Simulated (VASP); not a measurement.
**CsSnBr3 (a): single point with PBEsol**

Crystal: CsSnBr3 (a).

```
CELL_PARAMETERS angstrom
5.76529 0.00000 0.00000
0.00000 5.76529 0.00000
0.00000 0.00000 5.76529
ATOMIC_POSITIONS crystal
Cs 0.00000 0.00000 0.00000
Sn 0.50000 0.50000 0.50000
Br 0.50000 0.50000 0.00000
Br 0.50000 0.00000 0.50000
Br 0.00000 0.50000 0.50000
```

| Property | Result |
| --- | --- |
| Program | VASP 6.6.1 |
| Task | single point |
| Functional | PBEsol |
| Potentials or basis | VASP PAW PBE potentials, release 64 (Cs_sv, Sn_d, Br) |
| Cutoff | 500 eV |
| k mesh | 6 × 6 × 6 |
| Occupations | gaussian, width 0.02 eV |
| Spin | no spin polarisation |

- Pressure: 0.0 GPa
- Band gap on the k mesh: 0.21 eV, direct

Levels at points of the mesh, in eV from the valence-band top:
```csv
k point,band 20,band 21,band 22,band 23,band 24,band 25
"(0.00, 0.00, 0.00)",-3.16,-3.16,-3.16,1.88,2.90,2.90
"(0.50, 0.00, 0.00)",-3.30,-3.30,-2.15,1.29,3.39,3.99
"(0.50, 0.50, 0.00)",-3.60,-2.79,-1.06,0.80,0.80,3.79
"(0.50, 0.50, 0.50)",-2.77,-2.77,0.00,0.21,0.21,0.21
```

It took 71 s on 1 thread of Intel(R) Xeon(R) Platinum 8488C (Sapphire Rapids), on a shared host, peak memory 0.32 GiB.

Caveat: the PAW data sets were made with another functional, which shifts forces and pressure a little; spin-orbit coupling is left out, which moves the levels of the heavy elements. A k mesh can miss the band edges.
